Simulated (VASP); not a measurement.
Set up this calculation in VASP 6.6.1, as the native input.

* Task: relaxation of cell and atoms
* Functional: PBEsol
* Potentials or basis: VASP PAW PBE potentials, release 64 (Mg, Zn, O)
* Cutoff: 600 eV
* k mesh: 8 × 8 × 6
* Occupations: fermi-dirac, width 0.02 eV
* Spin: no spin polarisation
* Dipole correction: no
* Further INCAR settings: ALGO = Normal; EDIFF = 1e-07; IBRION = 2; EDIFFG = -0.005; NSW = 80; ISIF = 3

The structure of MgZn3O4 lies in POSCAR:

```
MgZn3O4
1.0
    5.9778480051     -1.6458229685      0.0068219816
    5.9778480051      1.6458229685      0.0068219816
   -2.7016870342      0.0000000000      4.9927001386
Mg Zn O
1 3 4
Direct
    0.2515460710      0.2515460710      0.9203781945
    0.7503352386      0.7503352386      0.4154217134
    0.4990891137      0.4990891137      0.8296340339
    0.9993659078      0.9993659078      0.3348322755
    0.0618481677      0.0618481677      0.7292407448
    0.5584569257      0.5584569257      0.2251768088
    0.8087384059      0.8087384059      0.1399866409
    0.3085791794      0.3085791794      0.6432466083
```

One way to write it, as run:

INCAR

```
PREC = Accurate ; ENCUT = 600
EDIFF = 1E-7 ; ISMEAR = -1
SIGMA = 0.02 ; LREAL = F
LASPH = T ; NELM = 80
ALGO = Normal ; ISIF = 3
LWAVE = F ; LCHARG = F
GGA = PS ; IBRION = 2
NSW = 80 ; EDIFFG = -0.005
KPAR = 4
```

KPOINTS

```
regular mesh
0
Gamma
  8 8 6
```

Potentials or basis: VASP PAW PBE potentials, release 64 (Mg, Zn, O).

Launch:

```console
$ cat potpaw_PBE.64/Mg/POTCAR potpaw_PBE.64/Zn/POTCAR potpaw_PBE.64/O/POTCAR > POTCAR
$ mpirun -np 4 vasp_std > vasp.out
```

Results of the run:

```json
{
 "Relaxed volume": "11.84 Å³/atom",
 "Relaxed cell": "a = 6.122 Å, b = 6.122 Å, c = 5.607 Å, α = 117.26°, β = 117.26°, γ = 30.81°",
 "Space group after relaxing (to 0.1 Å)": "Cm (No. 8)",
 "Energy gained by relaxing": "7.0 meV/atom",
 "Ionic steps": "9",
 "Pressure after relaxing": "0.0 GPa",
 "Largest force after relaxing": "0.004 eV/Å",
 "Band gap on the k mesh": "1.24 eV"
}
```

Caveat: the PAW data sets were made with another functional, which shifts forces and pressure a little.

It took 22 min on 4 MPI ranks on Oxide Virtual Turin-like Processor, on a shared host, peak memory 0.67 GiB a rank.
